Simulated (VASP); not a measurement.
Here is a VASP 6.6.1 calculation.

The input INCAR:

```
SYSTEM = Ag
  PREC = Accurate
  ENCUT = 520
  EDIFF = 1E-6
  ISMEAR = -1
  SIGMA = 0.05
  LREAL = .False.
  LASPH = .True.
  NELM = 100
  ALGO = Normal
  ISIF = 2
  LWAVE = .False.
  LCHARG = .False.
  LDIPOL = .True.
  IDIPOL = 3
  DIPOL = 0.5 0.5 0.500
  GGA = PS
  NBANDS = 30
```

The input KPOINTS:

```
Automatic mesh
0
Gamma
  14 10 1
  0 0 0
```

Contents of POSCAR:

```
Ag
1.0
    2.8669514106      0.0000000000      0.0000000000
    0.0000000000      4.0544815675      0.0000000000
    0.0000000000      0.0000000000     17.0977000000
Ag
4
Direct
    0.2500000000      0.2500000000      0.3801673038
    0.7500000000      0.7500000000      0.4544460028
    0.2500000000      0.2500000000      0.5455539924
    0.7500000000      0.7500000000      0.6198326962
```

Potentials or basis: VASP PAW PBE potentials, release 64 (Ag).

The run is started by

```bash
$ cat potpaw_PBE.64/Ag/POTCAR > POTCAR
$ mpirun -np 1 vasp_std > vasp.out
```

Question: Estimate the largest force.

Answer: 0.011 eV/Å.

Question: Predict the band gap on the k mesh.

Answer: Zero (bands 22 and 23 overlap by 2.87 eV).

Forces on the atoms (eV/Å):
```
Ag   0.000  0.000  0.011
Ag   0.000  0.000  0.002
Ag   0.000  0.000 -0.002
Ag   0.000  0.000 -0.011
```

Caveat: the PAW data sets were made with another functional, which shifts forces and pressure a little.
